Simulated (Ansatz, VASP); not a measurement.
## TiAl3 in VASP and in Ansatz

INCAR

```
SYSTEM = TiAl3
ALGO     = Normal         ! electronic algorithm
EDIFF    = 1E-7           ! SCF threshold, eV
ENCUT    = 520            ! plane-wave cutoff, eV
GGA      = PE             ! functional
ISIF     = 2              ! what is computed and relaxed
ISMEAR   = 0              ! smearing method
ISPIN    = 2              ! spin polarisation
LASPH    = .TRUE.         ! aspherical terms in the spheres
LCHARG   = .TRUE.         ! write CHGCAR
LELF     = .TRUE.         ! ELF
LMAXMIX  = 4              ! l up to which the mixer works
LORBIT   = 11             ! projections on sites
LREAL    = .FALSE.        ! projectors in reciprocal space
LVHAR    = .TRUE.       
LWAVE    = .FALSE.        ! write WAVECAR
MAGMOM   = 1 0 0 0        ! initial moments
NBANDS   = 22             ! bands
NELM     = 150            ! most SCF steps
PREC     = Accurate       ! precision mode
SIGMA    = 0.1            ! smearing width, eV
```

KPOINTS

```
k-points
0
G
  4 4 4
  0 0 0
```

File POSCAR:

```
TiAl3
1.0
    3.9556713100      0.0000000000      0.0000000000
    0.0000000000      3.9556713100      0.0000000000
    0.0000000000      0.0000000000      3.9556713100
Ti Al
1 3
Direct
    0.0000000000      0.0000000000      0.0000000000
    0.5000000000      0.5000000000      0.0000000000
    0.5000000000      0.0000000000      0.5000000000
    0.0000000000      0.5000000000      0.5000000000
```

Input for Ansatz:

```yaml
crystal:
  lattice:
    - [3.95567131, 0.0, 0.0]
    - [0.0, 3.95567131, 0.0]
    - [0.0, 0.0, 3.95567131]
  atoms:
    - { symbol: Ti, position: [0.0, 0.0, 0.0], spin: 1.0 }
    - { symbol: Al, position: [0.5, 0.5, 0.0] }
    - { symbol: Al, position: [0.5, 0.0, 0.5] }
    - { symbol: Al, position: [0.0, 0.5, 0.5] }
basis:
  ecutwfc: 420
kpoints:
  mp_grid: { grid: [4, 4, 4] }
hamiltonian:
  xc: pbe
scf:
  occupations: { method: gaussian, width: 0.1 }
  lower_state_search: "off"
output:
  forces: true
  stress: true
  eigenvalues: true
  populations: true
magnetization:
  spin_polarized: true
```

Alike in both runs: task single point; functional PBE; k mesh 4 × 4 × 4; occupations gaussian, width 0.1 eV; collinear spin.

```csv
,VASP,Ansatz
version,VASP 6.6.1,Ansatz 0.2.0
potentials or method,"VASP PAW PBE potentials, release 64 (Ti_sv, Al), cutoff 520 eV","scalar-relativistic, plane waves, PAW"
valence electrons in the cell,21,21
```

|  | VASP | Ansatz | Ansatz less VASP |
| --- | --- | --- | --- |
| gap on the k mesh at the Fermi level (eV) | none | none | - |
| pressure (GPa) | 2.1 | 2.1 | +0.01 |
| net moment per atom (μB) | 0.00 | 0.00 | 0.000 |

A gap of «none» marks a metal or a gap that the smearing closes. Ansatz's warnings: seeded moment not kept.

The k mesh is coarse, so the values compare programs but aren't converged.
